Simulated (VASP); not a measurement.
## C: single point with PBE

The system is C.

```xyz
2
Lattice="2.0871 0.0000 0.0000 -1.0435 1.8075 0.0000 0.0000 0.0000 3.4698" Properties=species:S:1:pos:R:3 pbc="T T T"
C     0.0000    1.2050    0.8675
C     1.0435    0.6025    2.6024
```

This cell differs from its parent crystal: volume scaled by 0.9405.

* Program: VASP 6.6.1
* Task: single point
* Functional: PBE
* Potentials or basis: VASP PAW PBE potentials, release 64 (C)
* Cutoff: 600 eV
* k mesh: 17 × 17 × 9
* Occupations: fermi-dirac, width 0.03 eV
* Spin: no spin polarisation
* Dipole correction: no
* Further INCAR settings: ALGO = Normal; EDIFF = 1e-06; NBANDS = 11

```yaml
Pressure: 10.5 GPa
Band_gap_on_the_k_mesh: zero (band 4 reaches 16.33 eV, above the bottom of band 5 at 4.89 eV)
```

Stress tensor (GPa, compression positive):
```
10.40  0.00  0.00
 0.00 10.40  0.00
 0.00  0.00 10.57
```

Levels at points of the mesh, in eV from the Fermi level:
| k point | band 1 | band 2 | band 3 | band 4 | band 5 | band 6 | band 7 | band 8 |
| --- | --- | --- | --- | --- | --- | --- | --- | --- |
| (0.00, 0.00, 0.00) | -20.17 | -10.08 | -9.75 | 7.24 | 7.24 | 8.71 | 9.05 | 9.05 |

Run time: 36 s on 1 thread of AMD EPYC 7R13, on a shared host, peak memory 0.1 GiB.
